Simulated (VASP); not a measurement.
Crystal: LiLuC.

```
Li Lu C
1.0
     3.51003    0.00000    0.00000
     0.00000    3.53417    0.00000
     0.00000    0.00000    3.56124
Li Lu C
1 1 1
Direct
  0.50000 0.50000 0.50000
  0.00000 0.00000 0.00000
  0.50000 0.50000 0.00000
```

The cell was built from a structure type or drawn by symmetry, and may not be a known phase.

| Item | Value |
| --- | --- |
| Program | VASP 6.6.1 |
| Task | relaxation of cell and atoms |
| Functional | PBE |
| Potentials or basis | VASP PAW PBE potentials, release 64 (Li_sv, Lu, C) |
| Cutoff | 600 eV |
| k mesh | 6 × 6 × 6 |
| Occupations | gaussian, width 0.1 eV |
| Spin | no spin polarisation |

At the start: pressure 5.3 GPa; volume 14.73 Å³/atom.

Problem. Where does the relaxation end?

Solution. Over 8 steps the energy falls by 235.0 meV/atom and the volume is 16.47 Å³/atom (+11.9 %); space group P4/mmm (No. 123, to 0.1 Å) before and after.

Step by step:
```tsv
step	energy change (eV)	largest force (eV/Å)	pressure (GPa)	volume (Å³)
1	0.0000	0.0000	5.33	44.18
2	-0.6626	0.0000	2.62	46.97
3	-0.6876	0.0000	2.93	47.48
4	-0.6891	0.0000	3.10	47.68
5	-0.7014	0.0000	-1.29	50.07
6	-0.7048	0.0000	0.05	49.29
7	-0.7047	0.0000	-0.01	49.32
8	-0.7051	0.0000	-0.05	49.42
```

Final structure:
```yaml
crystal:
  lattice:
    - [3.41320, 0.00000, 0.00000]
    - [0.00000, 3.41333, 0.00000]
    - [0.00000, 0.00000, 4.24222]
  atoms:
    - { symbol: Li, position: [0.50000, 0.50000, 0.50000] }
    - { symbol: Lu, position: [0.00000, 0.00000, 0.00000] }
    - { symbol: C, position: [0.50000, 0.50000, 0.00000] }
```

Caveat: the cutoff is under 1.25 times the usual one of these potentials, so pressure, stress and relaxed cells hold a basis-set (Pulay) error; a cell axis changed by over 15 % at a fixed basis, so the end point is rough.
